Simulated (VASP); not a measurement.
# HgTe (Cmcm) in VASP: a series of runs

The runs below take HgTe through single point, with LDA, r2SCAN, PBEsol.

Everything below comes from runs of VASP 6.6.1. Logs are shortened: lines on timing, memory, paths and dates and some standing lists are left out, and cuts for length are marked.

### Step 1. The cell of the first run

Symmetry: Cmcm, No. 63, orthorhombic system. The conventional cell has a = 5.985 Å, b = 6.934 Å, c = 5.798 Å, α = 90.00°, β = 90.00°, γ = 90.00°. Hg (site symmetry m2m) has 6 Te at 3.02 to 3.87 Å and 2 Hg at 3.63 Å within 4.0 Å. Te (site symmetry m2m) has 6 Hg at 3.02 to 3.87 Å within 4.0 Å.

### Step 2. Single point, LDA

INCAR reads:

```
PREC = Accurate ; ENCUT = 520
EDIFF = 1E-6 ; ISMEAR = -1
SIGMA = 0.05 ; LREAL = False
LASPH = True ; NELM = 100
ALGO = Normal ; ISIF = 2
LWAVE = False ; LCHARG = False
NBANDS = 26
```

KPOINTS reads:

```
Automatic mesh
0
Gamma
  4 4 3
```

POSCAR reads:

```
HgTe
1.0
    2.9925180000     -3.4669290000      0.0000000000
    2.9925180000      3.4669290000      0.0000000000
    0.0000000000      0.0000000000      5.7981570000
Hg Te
2 2
Direct
    0.6569500000      0.3430500000      0.2500000000
    0.3430500000      0.6569500000      0.7500000000
    0.2151910000      0.7848090000      0.2500000000
    0.7848090000      0.2151910000      0.7500000000
```

Potentials or basis: VASP PAW LDA potentials, release 64 (Hg, Te).

Command:

```console
$ cat potpaw_LDA.64/Hg/POTCAR potpaw_LDA.64/Te/POTCAR > POTCAR
$ mpirun -np 1 vasp_std > vasp.out
```

OUTCAR:

```text
PREC = Accurate
   ENCUT = 520
   EDIFF = 1E-6
   ISMEAR = -1
   LREAL = False
   LASPH = True
   NELM = 100
   ISIF = 2

 ion  position               nearest neighbor table
   1  0.657  0.343  0.250-   3 3.02   3 3.02   4 3.03   4 3.03   3 3.06   2 3.63   2 3.63
   2  0.343  0.657  0.750-   4 3.02   4 3.02   3 3.03   3 3.03   4 3.06   1 3.63   1 3.63
   3  0.215  0.785  0.250-   1 3.02   1 3.02   2 3.03   2 3.03   1 3.06
   4  0.785  0.215  0.750-   2 3.02   2 3.02   1 3.03   1 3.03   2 3.06

  LATTYP: Found a base centered orthorhombic cell.
 ALAT       =     5.9850360000
 B/A-ratio  =     1.1585323798
 C/A-ratio  =     0.9687756264

  Lattice vectors:

 A1 = (   2.9925180000,  -3.4669290000,   0.0000000000)
 A2 = (   2.9925180000,   3.4669290000,   0.0000000000)
 A3 = (   0.0000000000,   0.0000000000,   5.7981570000)

Analysis of symmetry for initial positions (statically):
=====================================================================
 Subroutine PRICEL returns:
 Original cell was already a primitive cell.

 Routine SETGRP: Setting up the symmetry group for a
 base centered orthorhombic supercell.

 Subroutine GETGRP returns: Found  8 space group operations
 (whereof  4 operations were pure point group operations)
 out of a pool of  8 trial point group operations.

The static configuration has the point symmetry C_2h.
 The point group associated with its full space group is D_2h.

Analysis of symmetry for dynamics (positions and initial velocities):
=====================================================================
 Subroutine PRICEL returns:
 Original cell was already a primitive cell.

 Routine SETGRP: Setting up the symmetry group for a
 base centered orthorhombic supercell.

 Subroutine GETGRP returns: Found  8 space group operations
 (whereof  4 operations were pure point group operations)
 out of a pool of  8 trial point group operations.

The dynamic configuration has the point symmetry C_2h.
 The point group associated with its full space group is D_2h.

 Subroutine INISYM returns: Found  8 space group operations
 (whereof  4 operations are pure point group operations),
 and found     1 'primitive' translations

----------------------------------------------------------------------------------------

                                     Primitive cell

  volume of cell :     120.3100

  direct lattice vectors                    reciprocal lattice vectors
     2.992518000 -3.466929000  0.000000000     0.167083373 -0.144219856  0.000000000
     2.992518000  3.466929000  0.000000000     0.167083373  0.144219856  0.000000000
     0.000000000  0.000000000  5.798157000     0.000000000  0.000000000  0.172468596

  length of vectors
     4.579821030  4.579821030  5.798157000     0.220717512  0.220717512  0.172468596

  position of ions in fractional coordinates (direct lattice)
     0.656950000  0.343050000  0.250000000
     0.343050000  0.656950000  0.750000000
     0.215191000  0.784809000  0.250000000
     0.784809000  0.215191000  0.750000000

  ion indices of the primitive-cell ions
   primitive index   ion index
                 1           1
                 2           2
                 3           3
                 4           4

----------------------------------------------------------------------------------------

 KPOINTS: Automatic mesh

Automatic generation of k-mesh.
 Grid dimensions read from file:
 generate k-points for:    4    4    3

 Generating k-lattice:

  Cartesian coordinates                     Fractional coordinates (reciprocal lattice)
     0.041770843 -0.036054964  0.000000000     0.250000000 -0.000000000  0.000000000
     0.041770843  0.036054964  0.000000000    -0.000000000  0.250000000  0.000000000
     0.000000000  0.000000000  0.057489532     0.000000000  0.000000000  0.333333333

  Length of vectors
     0.055179378  0.055179378  0.057489532

  Shift w.r.t. Gamma in fractional coordinates (k-lattice)
     0.000000000  0.000000000  0.000000000

 Subroutine IBZKPT returns following result:
 ===========================================

 Found     14 irreducible k-points:

 Following reciprocal coordinates:
            Coordinates               Weight
  0.000000  0.000000  0.000000      1.000000
  0.250000  0.000000  0.000000      4.000000
  0.500000  0.000000  0.000000      2.000000
  0.250000  0.250000  0.000000      2.000000
  0.500000  0.250000  0.000000      4.000000
 -0.250000  0.250000  0.000000      2.000000
  0.500000  0.500000  0.000000      1.000000
  0.000000  0.000000  0.333333      2.000000
  0.250000  0.000000  0.333333      8.000000
  0.500000  0.000000  0.333333      4.000000
  0.250000  0.250000  0.333333      4.000000
  0.500000  0.250000  0.333333      8.000000
 -0.250000  0.250000  0.333333      4.000000
  0.500000  0.500000  0.333333      2.000000
   k-points           NKPTS =     14   k-points in BZ     NKDIM =     14   number of bands    NBANDS=     26
[... 119 lines left out ...]

 k-point     5 :       0.5000    0.2500    0.0000
  band No.  band energies     occupation
      1      -7.4130      2.00000
      2      -7.2002      2.00000
      3      -3.1355      2.00000
      4      -3.1068      2.00000
      5      -3.0091      2.00000
      6      -3.0051      2.00000
[... 18 lines left out ...]
     25      10.7366      0.00000
     26      11.5380      0.00000

 k-point     6 :      -0.2500    0.2500    0.0000
  band No.  band energies     occupation
      1      -7.8123      2.00000
      2      -7.0833      2.00000
      3      -3.1785      2.00000
      4      -3.0330      2.00000
      5      -3.0069      2.00000
      6      -2.9950      2.00000
[... 18 lines left out ...]
     25       9.4795      0.00000
     26      11.4484      0.00000

 k-point     7 :       0.5000    0.5000    0.0000
  band No.  band energies     occupation
      1      -7.4311      2.00000
      2      -7.1692      2.00000
      3      -3.0785      2.00000
      4      -3.0670      2.00000
      5      -2.9829      2.00000
      6      -2.8614      2.00000
[... 18 lines left out ...]
     25      12.6868      0.00000
     26      12.7461      0.00000

 k-point     8 :       0.0000    0.0000    0.3333
  band No.  band energies     occupation
      1      -7.8528      2.00000
      2      -7.2773      2.00000
      3      -3.2584      2.00000
      4      -3.0572      2.00000
      5      -3.0554      2.00000
      6      -3.0340      2.00000
[... 18 lines left out ...]
     25       9.5961      0.00000
     26      10.9723      0.00000

 k-point     9 :       0.2500    0.0000    0.3333
  band No.  band energies     occupation
      1      -7.6114      2.00000
      2      -7.1629      2.00000
      3      -3.3159      2.00000
      4      -3.2051      2.00000
      5      -3.1113      2.00000
      6      -3.0358      2.00000
[... 18 lines left out ...]
     25       9.7370      0.00000
     26      10.4592      0.00000

 k-point    10 :       0.5000    0.0000    0.3333
  band No.  band energies     occupation
      1      -7.2088      2.00000
      2      -7.1587      2.00000
      3      -3.3531      2.00000
      4      -3.3358      2.00000
      5      -3.2790      2.00000
      6      -3.0785      2.00000
[... 18 lines left out ...]
     25       9.7652      0.00000
     26      10.1285      0.00000

 k-point    11 :       0.2500    0.2500    0.3333
  band No.  band energies     occupation
      1      -7.3480      2.00000
      2      -7.0894      2.00000
      3      -3.3259      2.00000
      4      -3.2901      2.00000
      5      -3.2130      2.00000
      6      -3.1262      2.00000
[... 18 lines left out ...]
     25       9.7786      0.00000
     26      10.6660      0.00000

 k-point    12 :       0.5000    0.2500    0.3333
  band No.  band energies     occupation
      1      -7.2520      2.00000
      2      -7.1311      2.00000
      3      -3.2971      2.00000
      4      -3.1753      2.00000
      5      -3.0722      2.00000
      6      -3.0330      2.00000
[... 18 lines left out ...]
     25      10.4252      0.00000
     26      11.2513      0.00000

 k-point    13 :      -0.2500    0.2500    0.3333
  band No.  band energies     occupation
      1      -7.5560      2.00000
      2      -7.1651      2.00000
      3      -3.3076      2.00000
      4      -3.1196      2.00000
      5      -3.0278      2.00000
      6      -3.0230      2.00000
[... 18 lines left out ...]
     25       9.8510      0.00000
     26      11.0073      0.00000

 k-point    14 :       0.5000    0.5000    0.3333
  band No.  band energies     occupation
      1      -7.2715      2.00000
      2      -7.1267      2.00000
      3      -3.2505      2.00000
      4      -3.1494      2.00000
      5      -3.0139      2.00000
      6      -2.9401      2.00000
[... 18 lines left out ...]
     25      11.3062      0.00000
     26      11.7084      0.00000

------------------------ aborting loop because EDIFF is reached ----------------------------------------

  FORCE on cell =-STRESS in cart. coord.  units (eV):
  Direction    XX          YY          ZZ          XY          YZ          ZX
  --------------------------------------------------------------------------------------
  -------------------------------------------------------------------------------------
  Total       -3.5397609     -2.6445677     -3.8392987      0.0000000      0.0000000      0.0000000
  in kB      -47.1392668    -35.2179108    -51.1282346      0.0000000      0.0000000      0.0000000
  external PRESSURE =     -44.4951374 kB  Pullay stress =       0.0000000 kB

 VOLUME and BASIS-vectors are now :
 -----------------------------------------------------------------------------
  energy-cutoff  :      520.00
  volume of cell :      120.31
      direct lattice vectors                 reciprocal lattice vectors
     2.992518000 -3.466929000  0.000000000     0.167083373 -0.144219856  0.000000000
     2.992518000  3.466929000  0.000000000     0.167083373  0.144219856  0.000000000
     0.000000000  0.000000000  5.798157000     0.000000000  0.000000000  0.172468596

 POSITION                                       TOTAL-FORCE (eV/Angst)
 -----------------------------------------------------------------------------------
      2.99252     -1.08827      1.44954         0.000000     -0.006188     -0.000000
      2.99252      1.08827      4.34862         0.000000      0.006188     -0.000000
      2.99252      1.97483      1.44954         0.000000     -0.044786     -0.000000
      2.99252     -1.97483      4.34862         0.000000      0.044786      0.000000
 -----------------------------------------------------------------------------------
    total drift:                               -0.000000      0.000000     -0.000000

  FREE ENERGIE OF THE ION-ELECTRON SYSTEM (eV)
  ---------------------------------------------------
  free  energy   TOTEN  =        -9.4560650342 eV

  energy  without entropy=       -9.4257143795  energy(sigma->0) =       -9.44088971
```

Wall time 36 s (1 thread of Intel Xeon Platinum 8375C at 2.90GHz (Ice Lake), shared host); peak memory 0.21 GiB.

What came out:

```
Free energy            : -9.4561 eV
Pressure               : -4.4 GPa
Largest force          : 0.045 eV/Å
Band gap on the k mesh : zero (bands 18 and 19 overlap by 1.86 eV)
```

Forces in eV/Å, atoms in the order of the input:
```
Hg   0.000 -0.006  0.000
Hg   0.000  0.006  0.000
Te   0.000 -0.045  0.000
Te   0.000  0.045  0.000
```

Caveat: the k points lie up to 0.36 Å⁻¹ apart, too coarse for converged energies and pressures of a metal; spin-orbit coupling is left out, which moves the levels of the heavy elements.

### Step 3. Single point, r2SCAN

POSCAR is that of step 2.

INCAR.step1 reads:

```
ALGO = Normal
EDIFF = 1E-4
ENCUT = 520
GGA = PE
ISMEAR = -1
LASPH = T
LCHARG = F
LREAL = F
LWAVE = T
NBANDS = 26
NELM = 100
PREC = Accurate
SIGMA = 0.05
```

INCAR.step2 reads:

```
ALGO = Normal
EDIFF = 1E-6
ENCUT = 520
ISIF = 2
ISMEAR = -1
ISTART = 1
LASPH = T
LCHARG = T
LELF = T
LMIXTAU = T
LREAL = F
LVHAR = T
LWAVE = F
METAGGA = R2SCAN
NBANDS = 26
NELM = 100
PREC = Accurate
SIGMA = 0.05
```

KPOINTS reads:

```
k-points
0
Gamma
  4 4 3
```

Potentials or basis: VASP PAW PBE potentials, release 64 (Hg, Te).

Command:

```console
$ cat potpaw_PBE.64/Hg/POTCAR potpaw_PBE.64/Te/POTCAR > POTCAR
$ cp INCAR.step1 INCAR
$ mpirun -np 1 vasp_std > vasp.out
$ cp INCAR.step2 INCAR
$ mpirun -np 1 vasp_std > vasp.out
```

It took 1.9 min on 1 thread of Intel Xeon Platinum 8375C at 2.90GHz (Ice Lake), shared host; peak memory 0.26 GiB.

The run converged. Its results:

| Quantity | Value |
| --- | --- |
| Free energy | -149.6161 eV |
| Pressure | -1.0 GPa |
| Largest force | 0.068 eV/Å |
| Band gap on the k mesh | zero (bands 18 and 19 overlap by 1.83 eV) |

Forces in eV/Å, atoms in the order of the input:
```
Hg   0.000 -0.016  0.000
Hg   0.000  0.016  0.000
Te   0.000  0.068  0.000
Te   0.000 -0.068  0.000
```

Stress tensor (GPa, compression positive):
```
-1.06  0.00  0.00
 0.00 -0.43  0.00
 0.00  0.00 -1.38
```

Levels at points of the mesh, in eV from the Fermi level:
```
           k point  band 15  band 16  band 17  band 18  band 19  band 20  band 21  band 22
(0.00, 0.00, 0.00)    -2.56    -2.55    -1.03    -0.40    -0.22    -0.13     4.47     5.55
(0.50, 0.00, 0.00)    -2.42    -1.95    -0.89    -0.53     1.63     2.71     3.28     5.00
(0.50, 0.50, 0.00)    -2.11    -1.88    -1.80    -1.77    -1.66    -1.33     3.63     5.71
```

Caveat: the k points lie up to 0.36 Å⁻¹ apart, too coarse for converged energies and pressures of a metal; the PAW data sets were made with another functional, which shifts forces and pressure a little; spin-orbit coupling is left out, which moves the levels of the heavy elements.

### Step 4. Single point, PBEsol

This run uses another cell than the first one, of 20.38 Å³/atom.

INCAR reads:

```
SYSTEM = HgTe
PREC = Accurate
ENCUT = 520
EDIFF = 1E-7
ISMEAR = -1
SIGMA = 0.05
LREAL = .FALSE.
LASPH = .TRUE.
NELM = 80
ALGO = Normal
ISIF = 2
LWAVE = .FALSE.
LCHARG = .FALSE.
GGA = PS
NBANDS = 26
```

KPOINTS reads:

```
Automatic mesh
0
G
  6 6 5
  0 0 0
```

POSCAR reads:

```
HgTe
1.0
    2.7315912469     -3.0125241818      0.0000000000
    2.7315912469      3.0125241818      0.0000000000
    0.0000000000      0.0000000000      4.9524653561
Hg Te
2 2
Direct
    0.6201423807      0.3798576193      0.2500000000
    0.3798576193      0.6201423807      0.7500000000
    0.1485673148      0.8514326852      0.2500000000
    0.8514326852      0.1485673148      0.7500000000
```

Command:

```console
$ cat potpaw_PBE.64/Hg/POTCAR potpaw_PBE.64/Te/POTCAR > POTCAR
$ mpirun -np 1 vasp_std > vasp.out
```

It took 47 s on 1 thread of Intel Xeon Platinum 8488C (Sapphire Rapids), shared host; peak memory 0.22 GiB.

It converged, with:

```yaml
Free_energy: -6.4368 eV
Pressure: 30.8 GPa
Largest_force: 0.039 eV/Å
Band_gap_on_the_k_mesh: zero (bands 18 and 19 overlap by 2.18 eV)
```

Forces on the atoms (eV/Å):
```
Hg   0.000 -0.029  0.000
Hg   0.000  0.029  0.000
Te   0.000  0.039  0.000
Te   0.000 -0.039  0.000
```

Stress tensor (GPa, compression positive):
```
30.81  0.00  0.00
 0.00 30.70  0.00
 0.00  0.00 30.84
```

Levels at points of the mesh, in eV from the Fermi level:
```
           k point  band 16  band 17  band 18  band 19  band 20  band 21
(0.00, 0.00, 0.00)    -3.42    -3.25    -0.31     0.71     0.92     3.67
(0.50, 0.00, 0.00)    -3.18    -1.91    -0.15     0.42     1.17     3.55
(0.50, 0.50, 0.00)    -3.86    -3.04    -2.98    -1.33    -0.54     1.03
```

Caveat: the cell stands under pressure; the PAW data sets were made with another functional, which shifts forces and pressure a little; spin-orbit coupling is left out, which moves the levels of the heavy elements.

### Step 5. Single point, PBEsol

This run uses another cell than the first one, of 21.61 Å³/atom.

INCAR reads:

```
SYSTEM = HgTe
ALGO = Normal ; EDIFF = 1E-7
ENCUT = 520 ; GGA = PS
ISIF = 2 ; ISMEAR = -1
LASPH = .TRUE. ; LCHARG = .FALSE.
LREAL = .FALSE. ; LWAVE = .FALSE.
NBANDS = 26 ; NELM = 80
PREC = Accurate ; SIGMA = 0.05
```

KPOINTS reads:

```
k-points
0
G
  6 6 5
  0 0 0
```

POSCAR reads:

```
HgTe
1.0
    2.7843679105     -3.0801203712      0.0000000000
    2.7843679105      3.0801203712      0.0000000000
    0.0000000000      0.0000000000      5.0405034127
Hg Te
2 2
Direct
    0.6206739247      0.3793260753      0.2500000000
    0.3793260753      0.6206739247      0.7500000000
    0.1519335794      0.8480664206      0.2500000000
    0.8480664206      0.1519335794      0.7500000000
```

Command:

```console
$ cat potpaw_PBE.64/Hg/POTCAR potpaw_PBE.64/Te/POTCAR > POTCAR
$ mpirun -np 1 vasp_std > vasp.out
```

Wall time 44 s (1 thread of Intel Xeon Platinum 8488C (Sapphire Rapids), shared host); peak memory 0.23 GiB.

Results (log left out):

- Free energy: -7.2226 eV
- Pressure: 20.6 GPa
- Largest force: 0.038 eV/Å
- Band gap on the k mesh: zero (bands 18 and 19 overlap by 2.06 eV)

Forces on the atoms (eV/Å):
```
Hg   0.000 -0.024  0.000
Hg   0.000  0.024  0.000
Te   0.000  0.038  0.000
Te   0.000 -0.038  0.000
```

Stress tensor (GPa, compression positive):
```
20.58  0.00  0.00
 0.00 20.54  0.00
 0.00  0.00 20.65
```

Levels at points of the mesh, in eV from the Fermi level:
```csv
k point,band 16,band 17,band 18,band 19,band 20,band 21
"(0.00, 0.00, 0.00)",-3.19,-2.90,-0.38,0.60,0.80,3.82
"(0.50, 0.00, 0.00)",-2.89,-1.83,-0.04,0.60,1.29,3.38
"(0.50, 0.50, 0.00)",-3.54,-2.72,-2.72,-1.28,-0.60,1.26
```

Caveat: the cell stands under pressure; the PAW data sets were made with another functional, which shifts forces and pressure a little; spin-orbit coupling is left out, which moves the levels of the heavy elements.

### Step 6. The runs side by side

```csv
level,potentials or basis,cell,k mesh,gap on the mesh (eV),pressure (GPa),largest force (eV/Å)
LDA,"VASP PAW LDA potentials, release 64 (Hg, Te)","a = 4.580, b = 4.580, c = 5.798 Å, angles 90.0, 90.0, 98.4°, 4 atoms, atomic positions A",4 × 4 × 3,none,-4.4,0.04
r2SCAN,"VASP PAW PBE potentials, release 64 (Hg, Te)","a = 4.580, b = 4.580, c = 5.798 Å, angles 90.0, 90.0, 98.4°, 4 atoms, atomic positions A",4 × 4 × 3,none,-1.0,0.07
PBEsol,"VASP PAW PBE potentials, release 64 (Hg, Te)","a = 4.067, b = 4.067, c = 4.952 Å, angles 90.0, 90.0, 95.6°, 4 atoms, atomic positions B",6 × 6 × 5,none,30.8,0.04
PBEsol,"VASP PAW PBE potentials, release 64 (Hg, Te)","a = 4.152, b = 4.152, c = 5.041 Å, angles 90.0, 90.0, 95.8°, 4 atoms, atomic positions C",6 × 6 × 5,none,20.6,0.04
```

Alike in all rows: task single point; no spin polarisation; cutoff (eV) 520; smearing fermi-dirac 0.05 eV.

Caveats: some runs use coarse meshes; spin-orbit coupling is left out, which moves the levels of the heavy elements; the PAW data sets were made with another functional, which shifts forces and pressure a little (at least some runs); the cell stands under pressure (at least some runs).

Total energies depend on the potentials used, so only differences within one code and one set of settings carry meaning.
